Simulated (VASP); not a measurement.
**AlTlS3: single point with PBE**

AlTlS3:

```xyz
5
Lattice="3.7143 0.0000 0.0000 -1.8571 3.2166 0.0000 0.0000 0.0000 9.9777" Properties=species:S:1:pos:R:3 pbc="T T T"
Al    1.8571    1.0722    1.7982
Tl    0.0000    2.1444    8.2411
S     0.0000    0.0000    0.2376
S     0.0000    2.1444    2.8505
S     1.8571    1.0722    6.8281
```

* Program: VASP 6.6.1
* Task: single point
* Functional: PBE
* Potentials or basis: VASP PAW PBE potentials, release 64 (Al, Tl_d, S)
* Cutoff: 520 eV
* k mesh: 6 × 6 × 2
* Occupations: gaussian, width 0.1 eV
* Spin: no spin polarisation

| Item | Value |
| --- | --- |
| Pressure | -0.1 GPa |
| Largest force | 0.017 eV/Å |
| Band gap on the k mesh | 0.40 eV, indirect (least direct gap 0.90 eV) |

Forces in eV/Å, atoms in the order of the input:
```
Al   0.000  0.000  0.006
Tl   0.000  0.000 -0.017
S    0.000  0.000  0.005
S    0.000  0.000 -0.010
S    0.000  0.000  0.017
```

Levels at points of the mesh, in eV from the valence-band top:
| k point | band 14 | band 15 | band 16 | band 17 | band 18 | band 19 | band 20 | band 21 |
| --- | --- | --- | --- | --- | --- | --- | --- | --- |
| (0.00, 0.00, 0.00) | -0.64 | -0.42 | 0.00 | 0.00 | 1.53 | 3.58 | 3.99 | 5.56 |
| (0.50, 0.00, 0.00) | -1.83 | -1.34 | -0.58 | -0.50 | 0.40 | 3.13 | 4.44 | 5.68 |
| (0.00, 0.00, 0.50) | -0.65 | -0.65 | 0.00 | 0.00 | 2.00 | 3.44 | 3.97 | 5.55 |
| (0.50, 0.00, 0.50) | -1.96 | -1.37 | -0.47 | -0.40 | 0.54 | 3.02 | 4.20 | 5.72 |

It took 40 s on 1 thread of Intel(R) Xeon(R) Platinum 8488C (Sapphire Rapids) (shared host), peak memory 0.25 GiB.

Caveat: spin-orbit coupling is left out, which moves the levels of the heavy elements; this functional lacks dispersion, which binds the layers, so the pressure and a relaxed spacing across them are unreliable. A k mesh can miss the band edges.
